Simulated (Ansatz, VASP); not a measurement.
# Two plane-wave programs on InGa2N3

```
CELL_PARAMETERS angstrom
3.01649 0.00000 0.00000
0.00000 3.01649 0.00000
0.00000 0.00000 9.58119
ATOMIC_POSITIONS crystal
In 0.50000 0.50000 0.00000
Ga 0.50000 0.00000 0.60512
Ga 0.00000 0.50000 0.39488
N 0.50000 0.00000 0.38657
N 0.00000 0.50000 0.61343
N 0.00000 0.00000 0.00000
```

Change from the starting cell: species swapped into the Hf2GaSb3 type (P-4m2, No. 115).

Alike in both runs: task relaxation of cell and atoms; functional PBE; k mesh 12 × 12 × 4; occupations gaussian, width 0.1 eV; no spin polarisation.

```csv
,VASP,Ansatz
version,VASP 6.6.1,Ansatz 0.2.0
potentials or method,"VASP PAW PBE potentials, release 64 (In_d, Ga_d, N), cutoff 600 eV","scalar-relativistic, plane waves, PAW"
valence electrons in the cell,54,54
```

|  | VASP | Ansatz | Ansatz less VASP |
| --- | --- | --- | --- |
| gap on the k mesh at the Fermi level, each at its own relaxed structure (eV) | none | none | - |
| relaxed volume (Å³/atom) | 14.56 | 14.89 | +0.334 |
| relaxed cell length with the largest relative difference (Å) | 9.593 | 9.837 | +0.2436 |

A gap of «none» marks a metal or a gap that the smearing closes.
